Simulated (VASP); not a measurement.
# Na (P6_3/mmc) in VASP: a series of runs

Na is run at these levels: PBEsol; tasks: single point, relaxation of cell and atoms.

All numbers are computed with VASP 6.6.1; they aren't measurements. Logs are shortened: lines on timing, memory, paths and dates and some standing lists are left out, and cuts for length are marked.

### Step 1. The cell of the first run

Symmetry: P6_3/mmc, No. 194, hexagonal system. Conventional cell: a = 3.727 Å, b = 3.727 Å, c = 6.043 Å, α = 90.00°, β = 90.00°, γ = 120.00°. Within 4.9 Å of Na (site symmetry -6m2) lie 12 Na at 3.71 to 3.73 Å.

This isn't the form of Na at room conditions, which is bcc.

### Step 2. Single point, PBEsol

Contents of INCAR:

```
  PREC = Accurate
  ENCUT = 520
  EDIFF = 1E-7
  ISMEAR = 0
  SIGMA = 0.1
  LREAL = False
  LASPH = True
  NELM = 80
  ALGO = Normal
  ISIF = 2
  LWAVE = False
  LCHARG = False
  GGA = PS
  NBANDS = 14
```

Contents of KPOINTS:

```
Automatic mesh
0
Gamma
  12 12 8
```

Contents of POSCAR:

```
Na
1.0
    3.7272025461      0.0000000000      0.0000000000
   -1.8636012731      3.2278520900      0.0000000000
    0.0000000000      0.0000000000      6.0429973863
Na
2
Direct
    0.0000000000      0.0000000000      0.0000000000
    0.3333333333      0.6666666667      0.5000000000
```

Potentials or basis: VASP PAW PBE potentials, release 64 (Na_pv).

Started as:

```bash
> cat potpaw_PBE.64/Na_pv/POTCAR > POTCAR
> mpirun -np 1 vasp_std > vasp.out
```

OUTCAR:

```text
PREC = Accurate
   ENCUT = 520
   EDIFF = 1E-7
   ISMEAR = 0
   LREAL = False
   LASPH = True
   NELM = 80
   ISIF = 2
   GGA = PS

 ion  position               nearest neighbor table
   1  0.000  0.000  0.000-
   2  0.333  0.667  0.500-

  LATTYP: Found a hexagonal cell.
 ALAT       =     3.7272025461
 C/A-ratio  =     1.6213225097

  Lattice vectors:

 A1 = (   3.7272025461,   0.0000000000,   0.0000000000)
 A2 = (  -1.8636012731,   3.2278520900,   0.0000000000)
 A3 = (   0.0000000000,   0.0000000000,   6.0429973863)

Analysis of symmetry for initial positions (statically):
=====================================================================
 Subroutine PRICEL returns:
 Original cell was already a primitive cell.

 Routine SETGRP: Setting up the symmetry group for a
 hexagonal supercell.

 Subroutine GETGRP returns: Found 24 space group operations
 (whereof 12 operations were pure point group operations)
 out of a pool of 24 trial point group operations.

The static configuration has the point symmetry D_3h.
 The point group associated with its full space group is D_6h.

Analysis of symmetry for dynamics (positions and initial velocities):
=====================================================================
 Subroutine PRICEL returns:
 Original cell was already a primitive cell.

 Routine SETGRP: Setting up the symmetry group for a
 hexagonal supercell.

 Subroutine GETGRP returns: Found 24 space group operations
 (whereof 12 operations were pure point group operations)
 out of a pool of 24 trial point group operations.

The dynamic configuration has the point symmetry D_3h.
 The point group associated with its full space group is D_6h.

 Subroutine INISYM returns: Found 24 space group operations
 (whereof 12 operations are pure point group operations),
 and found     1 'primitive' translations

----------------------------------------------------------------------------------------

                                     Primitive cell

  volume of cell :      72.7024

  direct lattice vectors                    reciprocal lattice vectors
     3.727202546  0.000000000  0.000000000     0.268297735  0.154901769  0.000000000
    -1.863601273  3.227852090  0.000000000     0.000000000  0.309803539  0.000000000
     0.000000000  0.000000000  6.042997386     0.000000000  0.000000000  0.165480793

  length of vectors
     3.727202546  3.727202546  6.042997386     0.309803539  0.309803539  0.165480793
[... 90 lines left out ...]
   TEBEG  =    0.0;   TEEND  =   0.0 temperature during run
   PSTRESS=    0.0 pullay stress
   NELECT =      14.0000    total number of electrons
   NUPDOWN=      -1.0000    fix difference up-down
   EMIN   =  10.00;   EMAX   =-10.00  energy-range for DOS
   EFERMI =   0.00;   METHOD = LEGACY
   ISMEAR =     0;   SIGMA  =   0.10  broadening in eV -4-tet -1-fermi 0-gaus
   EFERMI_NEDOS =   21; number of points for ismear=-14 and -15
   IALGO  =     38    algorithm
   IMIX   =      4    mixing-type and parameters
     AMIX     =   0.40;   BMIX     =  1.00
     AMIX_MAG =   1.60;   BMIX_MAG =  1.00
  volume/ion in A,a.u.               =      36.35       245.31
  Fermi-wavevector in a.u.,A,eV,Ry     =   0.945369  1.786488 12.159823  0.893722
  Thomas-Fermi vector in A             =   2.073263
   LORBIT       =      0    0 simple, 1 ext, 2 COOP (PROOUT), +10 PAW based schemes
   GGA     = PS    functional components
   LHFCALC =     F    Hartree Fock is set to
   AEXX    =    0.0000 exact exchange contribution
   IVDW    =     0    specifies the selected vdW correction
   LEPSILON=     F    determine dielectric tensor
   LRPA    =     F    only Hartree local field effects (RPA)
 non-spin polarized calculation
 Gauss-broadening in eV      SIGMA  =   0.10
  energy-cutoff  :      520.00
  volume of cell :       72.70
 maximum number of plane-waves:      1976
 NGX is ok and might be reduce to    28

 number of electron      13.9999990 magnetization

 Free energy of the ion-electron system (eV)
  ---------------------------------------------------
  ext. energy  EPLUGINS =         0.00000000
  ---------------------------------------------------
  free energy    TOTEN  =        -2.80557660 eV

  energy without entropy =       -2.80205371  energy(sigma->0) =       -2.80381516

 E-fermi :   0.3491     XC(G=0):  -6.5526

 val. band max:        0.3321124703   @ k =   0.2500   0.2500   0.3750
 cond. band min:       0.4065042992   @ k =   0.4167   0.0833   0.2500
 fundamental gap:      0.0743918289
 Fermi energy:         0.3490754318

 k-point     1 :       0.0000    0.0000    0.0000
  band No.  band energies     occupation
      1     -24.4425      2.00000
      2     -24.4092      2.00000
      3     -24.4092      2.00000
      4     -24.4037      2.00000
      5     -24.4037      2.00000
      6     -24.4037      2.00000
      7      -2.9592      2.00000
      8       0.9407      0.00000
      9       1.3929      0.00000
     10      10.3892      0.00000
     11      10.3892      0.00000
     12      10.7737      0.00000
     13      10.7737      0.00000
     14      10.9455      0.00000
[... 377 lines left out ...]
      1     -24.4337      2.00000
      2     -24.4274      2.00000
      3     -24.4252      2.00000
      4     -24.4153      2.00000
      5     -24.4092      2.00000
      6     -24.4077      2.00000
      7      -1.2604      2.00000
      8       1.7149      0.00000
      9       3.2432      0.00000
     10       4.0560      0.00000
     11       6.2179      0.00000
     12       7.7103      0.00000
     13       7.9334      0.00000
     14       9.5066      0.00000

 [... further k-points ...]

------------------------ aborting loop because EDIFF is reached ----------------------------------------

  FORCE on cell =-STRESS in cart. coord.  units (eV):
  Direction    XX          YY          ZZ          XY          YZ          ZX
  --------------------------------------------------------------------------------------
  -------------------------------------------------------------------------------------
  Total        0.0008908      0.0008908      0.0008733     -0.0000000      0.0000000      0.0000000
  in kB        0.0196315      0.0196315      0.0192461     -0.0000000      0.0000000      0.0000000
  external PRESSURE =       0.0195031 kB  Pullay stress =       0.0000000 kB

 VOLUME and BASIS-vectors are now :
 -----------------------------------------------------------------------------
  energy-cutoff  :      520.00
  volume of cell :       72.70
      direct lattice vectors                 reciprocal lattice vectors
     3.727202546  0.000000000  0.000000000     0.268297735  0.154901769  0.000000000
    -1.863601273  3.227852090  0.000000000     0.000000000  0.309803539  0.000000000
     0.000000000  0.000000000  6.042997386     0.000000000  0.000000000  0.165480793

 POSITION                                       TOTAL-FORCE (eV/Angst)
 -----------------------------------------------------------------------------------
      0.00000      0.00000      0.00000        -0.000000      0.000000      0.000000
     -0.00000      2.15190      3.02150         0.000000      0.000000      0.000000
 -----------------------------------------------------------------------------------
    total drift:                                0.000002     -0.000001     -0.000000

  FREE ENERGIE OF THE ION-ELECTRON SYSTEM (eV)
  ---------------------------------------------------
  free  energy   TOTEN  =        -2.8055765980 eV

  energy  without entropy=       -2.8020537130  energy(sigma->0) =       -2.80381516
```

Run time: 21 s. Hardware: 1 thread of Intel Xeon 6975P-C (Granite Rapids), shared host; peak memory 0.21 GiB.

Results:

- Free energy: -2.8056 eV
- Pressure: 0.0 GPa
- Band gap on the k mesh: zero (bands 7 and 8 overlap by 4.34 eV)

Caveat: the PAW data sets were made with another functional, which shifts forces and pressure a little.

### Step 3. Single point, PBEsol

This run uses another cell than the first one: it holds 4 atoms, not 2.

Contents of INCAR:

```
SYSTEM = Na
PREC = Accurate
ENCUT = 520
EDIFF = 1E-6
ISMEAR = 0
SIGMA = 0.1
LREAL = .FALSE.
LASPH = .TRUE.
NELM = 60
ALGO = Fast
ISIF = 2
LWAVE = .FALSE.
LCHARG = .FALSE.
GGA = PS
NBANDS = 22
```

Contents of KPOINTS:

```
regular mesh
0
G
  12 12 4
  0 0 0
```

Contents of POSCAR:

```
Na
1.0
    3.7272025461      0.0000000000      0.0000000000
   -1.8636012731      3.2278520900      0.0000000000
    0.0000000000      0.0000000000     12.0859947727
Na
4
Direct
    0.0000000000      0.0000000000      0.0000000000
    0.3333333333      0.6666666667      0.2500000000
    0.0000000000      0.0000000000      0.5000000000
    0.6666666667      0.3333333333      0.7500000000
```

Potentials or basis: VASP PAW PBE potentials, release 64 (Na_pv).

Started as:

```bash
> cat potpaw_PBE.64/Na_pv/POTCAR > POTCAR
> mpirun -np 1 vasp_std > vasp.out
```

It took 71 s on 1 thread of Intel Xeon 6975P-C (Granite Rapids), shared host; peak memory 0.3 GiB.

It converged, with:

```yaml
Free_energy: -5.6109 eV
Pressure: 0.0 GPa
Band_gap_on_the_k_mesh: zero (bands 14 and 15 overlap by 3.75 eV)
```

Levels at points of the mesh, in eV from the Fermi level:
```csv
k point,band 11,band 12,band 13,band 14,band 15,band 16,band 17,band 18
"(0.00, 0.00, 0.00)",-24.75,-24.75,-3.31,-2.25,-2.25,0.59,1.04,5.68
"(0.50, 0.00, 0.00)",-24.76,-24.76,0.26,0.32,1.07,1.16,1.48,1.57
"(0.00, 0.00, 0.50)",-24.75,-24.75,-3.04,-3.04,-0.96,-0.96,3.05,3.05
"(0.50, 0.00, 0.50)",-24.76,-24.76,0.46,0.46,0.63,0.63,2.44,2.44
```

Caveat: the PAW data sets were made with another functional, which shifts forces and pressure a little.

### Step 4. Single point, PBEsol

This run uses another cell than the first one: it holds 6 atoms, not 2.

Contents of INCAR:

```
SYSTEM = Na
ALGO = Fast
EDIFF = 1E-7
ENCUT = 520
GGA = PS
ISIF = 2
ISMEAR = 0
LASPH = .TRUE.
LCHARG = .FALSE.
LREAL = .FALSE.
LWAVE = .FALSE.
NBANDS = 30
NELM = 100
PREC = Accurate
SIGMA = 0.1
```

Contents of KPOINTS:

```
k-points
0
G
  12 12 3
  0 0 0
```

Contents of POSCAR:

```
Na
1.0
    3.7272025461      0.0000000000      0.0000000000
   -1.8636012731      3.2278520900      0.0000000000
    0.0000000000      0.0000000000     18.1289921590
Na
6
Direct
    0.0000000000      0.0000000000      0.0000000000
    0.3333333333      0.6666666667      0.1666666667
    0.6666666667      0.3333333333      0.3333333333
    0.0000000000      0.0000000000      0.5000000000
    0.6666666667      0.3333333333      0.6666666667
    0.3333333333      0.6666666667      0.8333333333
```

Started as:

```bash
> cat potpaw_PBE.64/Na_pv/POTCAR > POTCAR
> mpirun -np 1 vasp_std > vasp.out
```

It took 2.5 min on 1 thread of Intel Xeon 6975P-C (Granite Rapids), shared host; peak memory 0.39 GiB.

Results (log left out):

| Item | Value |
| --- | --- |
| Free energy | -8.4103 eV |
| Pressure | 0.0 GPa |
| Band gap on the k mesh | zero (bands 21 and 22 overlap by 3.47 eV) |

Levels at points of the mesh, in eV from the Fermi level:
```
           k point  band 19  band 20  band 21  band 22  band 23  band 24
(0.00, 0.00, 0.00)    -3.30    -2.83    -2.83    -1.44    -1.44     0.60
(0.50, 0.00, 0.00)     0.29     0.30     0.64     0.66     0.84     0.87
```

Caveat: the PAW data sets were made with another functional, which shifts forces and pressure a little.

### Step 5. Relaxation of cell and atoms, PBEsol

This run uses another cell than the first one, of 39.26 Å³/atom.

Contents of INCAR:

```
PREC = Accurate
ENCUT = 600
EDIFF = 1E-7
ISMEAR = 0
SIGMA = 0.1
LREAL = F
LASPH = T
NELM = 80
ALGO = Normal
ISIF = 3
LWAVE = F
LCHARG = F
GGA = PS
IBRION = 2
NSW = 100
EDIFFG = -0.005
```

Contents of KPOINTS:

```
Automatic mesh
0
Gamma
  12 12 8
```

Contents of POSCAR:

```
Na
1.0
    3.8148280000      0.0000000000      0.0000000000
   -1.9074140000      3.3037380000      0.0000000000
    0.0000000000      0.0000000000      6.2295890000
Na
2
Direct
    0.0000000000      0.0000000000      0.0000000000
    0.3333333300      0.6666666700      0.5000000000
```

Potentials or basis: VASP PAW PBE potentials, release 64 (Na_pv).

Started as:

```bash
> cat potpaw_PBE.64/Na_pv/POTCAR > POTCAR
> mpirun -np 1 vasp_std > vasp.out
```

OUTCAR:

```text
PREC = Accurate
   ENCUT = 600
   EDIFF = 1E-7
   ISMEAR = 0
   LREAL = F
   LASPH = T
   NELM = 80
   ISIF = 3
   GGA = PS
   IBRION = 2
   NSW = 100
   EDIFFG = -0.005

 ion  position               nearest neighbor table
   1  0.000  0.000  0.000-
   2  0.333  0.667  0.500-

  LATTYP: Found a hexagonal cell.
 ALAT       =     3.8148280000
 C/A-ratio  =     1.6329934141

  Lattice vectors:

 A1 = (   3.8148280000,   0.0000000000,   0.0000000000)
 A2 = (  -1.9074140000,   3.3037380000,   0.0000000000)
 A3 = (   0.0000000000,   0.0000000000,   6.2295890000)

Analysis of symmetry for initial positions (statically):
=====================================================================
 Subroutine PRICEL returns:
 Original cell was already a primitive cell.

 Routine SETGRP: Setting up the symmetry group for a
 hexagonal supercell.

 Subroutine GETGRP returns: Found 24 space group operations
 (whereof 12 operations were pure point group operations)
 out of a pool of 24 trial point group operations.

The static configuration has the point symmetry D_3h.
 The point group associated with its full space group is D_6h.

Analysis of symmetry for dynamics (positions and initial velocities):
=====================================================================
 Subroutine PRICEL returns:
 Original cell was already a primitive cell.

 Routine SETGRP: Setting up the symmetry group for a
 hexagonal supercell.
[... 262 lines left out ...]

 number of electron      14.0000023 magnetization

 Free energy of the ion-electron system (eV)
  ---------------------------------------------------
  ext. energy  EPLUGINS =         0.00000000
  ---------------------------------------------------
  free energy    TOTEN  =        -2.80636762 eV

  energy without entropy =       -2.80293251  energy(sigma->0) =       -2.80465006

 E-fermi :   0.3570     XC(G=0):  -6.5601

 val. band max:        0.3422215842   @ k =   0.2500   0.2500   0.3750
 cond. band min:       0.4181179900   @ k =   0.4167   0.0833   0.2500
 fundamental gap:      0.0758964058
 Fermi energy:         0.3570318051

 k-point     1 :       0.0000    0.0000    0.0000
  band No.  band energies     occupation
      1     -24.4326      2.00000
      2     -24.3991      2.00000
      3     -24.3991      2.00000
      4     -24.3937      2.00000
      5     -24.3937      2.00000
      6     -24.3937      2.00000
      7      -2.9572      2.00000
      8       0.9389      0.00000
      9       1.3904      0.00000
     10      10.4309      0.00000
     11      10.4309      0.00000
[... 309 lines left out ...]
 k-point    24 :       0.3333    0.0000    0.1250
  band No.  band energies     occupation
      1     -24.4240      2.00000
      2     -24.4177      2.00000
      3     -24.4155      2.00000
      4     -24.4054      2.00000
      5     -24.3992      2.00000
      6     -24.3978      2.00000
      7      -1.2531      2.00000
      8       1.7189      0.00000
      9       3.2573      0.00000
     10       4.0659      0.00000
     11       6.2364      0.00000

 [... further k-points ...]

------------------------ aborting loop because EDIFF is reached ----------------------------------------

  FORCE on cell =-STRESS in cart. coord.  units (eV):
  Direction    XX          YY          ZZ          XY          YZ          ZX
  --------------------------------------------------------------------------------------
  -------------------------------------------------------------------------------------
  Total        0.0068732      0.0068732     -0.0072240     -0.0000000     -0.0000000      0.0000000
  in kB        0.1518900      0.1518900     -0.1596430     -0.0000000     -0.0000000      0.0000000
  external PRESSURE =       0.0480456 kB  Pullay stress =       0.0000000 kB
[... 17 lines left out ...]
  FREE ENERGIE OF THE ION-ELECTRON SYSTEM (eV)
  ---------------------------------------------------
  free  energy   TOTEN  =        -2.8063676154 eV

  energy  without entropy=       -2.8029325075  energy(sigma->0) =       -2.80465006

 reached required accuracy - stopping structural energy minimisation
```

CONTCAR:

```text
Na
   1.00000000000000
     3.7210383913504144    0.0000000000000000    0.0000000000000000
    -1.8605191956752072    3.2225138132794657    0.0000000000000000
     0.0000000000000000    0.0000000000000000    6.0461605005388535
  Na
     2
Direct
     1.0000000000000000    1.0000000000000000    0.0000000000000000
     0.3333333300000021    0.6666666699999979    0.5000000000000000

  0.00000000E+00  0.00000000E+00  0.00000000E+00
  0.00000000E+00  0.00000000E+00  0.00000000E+00
```

It took 79 s on 1 thread of Intel Xeon 6975P-C (Granite Rapids), shared host; peak memory 0.24 GiB.

What came out:

* Free energy: -2.8064 eV
* Relaxed volume: 36.25 Å³/atom
* Relaxed cell: a = 3.721 Å, b = 3.721 Å, c = 6.046 Å, α = 90.00°, β = 90.00°, γ = 120.00°
* Space group after relaxing (to 0.1 Å): P6_3/mmc (No. 194)
* Energy gained by relaxing: 5.4 meV/atom
* Ionic steps: 4
* Pressure after relaxing: 0.0 GPa
* Band gap on the k mesh: zero (bands 7 and 8 overlap by 4.36 eV)

The path:
```tsv
step	energy change (eV)	largest force (eV/Å)	pressure (GPa)	volume (Å³)
1	0.0000	0.0000	-0.54	78.51
2	-0.0045	0.0000	-0.43	77.02
3	-0.0108	0.0000	-0.02	72.67
4	-0.0109	0.0000	0.00	72.50
```

Final structure:
```yaml
crystal:
  lattice:
    - [3.72104, 0.00000, 0.00000]
    - [-1.86052, 3.22251, 0.00000]
    - [0.00000, 0.00000, 6.04616]
  atoms:
    - { symbol: Na, position: [0.00000, 0.00000, 0.00000] }
    - { symbol: Na, position: [0.33333, 0.66667, 0.50000] }
```

Caveat: the PAW data sets were made with another functional, which shifts forces and pressure a little.

### Step 6. Summary

| task | cell | k mesh | cutoff (eV) | gap on the mesh (eV) | pressure (GPa) |
| --- | --- | --- | --- | --- | --- |
| single point | a = 3.727, b = 3.727, c = 6.043 Å, angles 90.0, 90.0, 120.0°, 2 atoms, atomic positions A | 12 × 12 × 8 | 520 | none | 0.0 |
| single point | a = 3.727, b = 3.727, c = 12.086 Å, angles 90.0, 90.0, 120.0°, 4 atoms, atomic positions B | 12 × 12 × 4 | 520 | none | 0.0 |
| single point | a = 3.727, b = 3.727, c = 18.129 Å, angles 90.0, 90.0, 120.0°, 6 atoms, atomic positions C | 12 × 12 × 3 | 520 | none | 0.0 |
| relaxation of cell and atoms | relaxed from a = 3.815, b = 3.815, c = 6.230 Å, angles 90.0, 90.0, 120.0°, 2 atoms, atomic positions A | 12 × 12 × 8 | 600 | none | 0.0 |

Alike in all rows: level PBEsol; potentials or basis VASP PAW PBE potentials, release 64 (Na_pv); no spin polarisation; smearing gaussian 0.1 eV.

Caveats: the PAW data sets were made with another functional, which shifts forces and pressure a little.

Absolute energies hang on the potentials; compare differences alone.
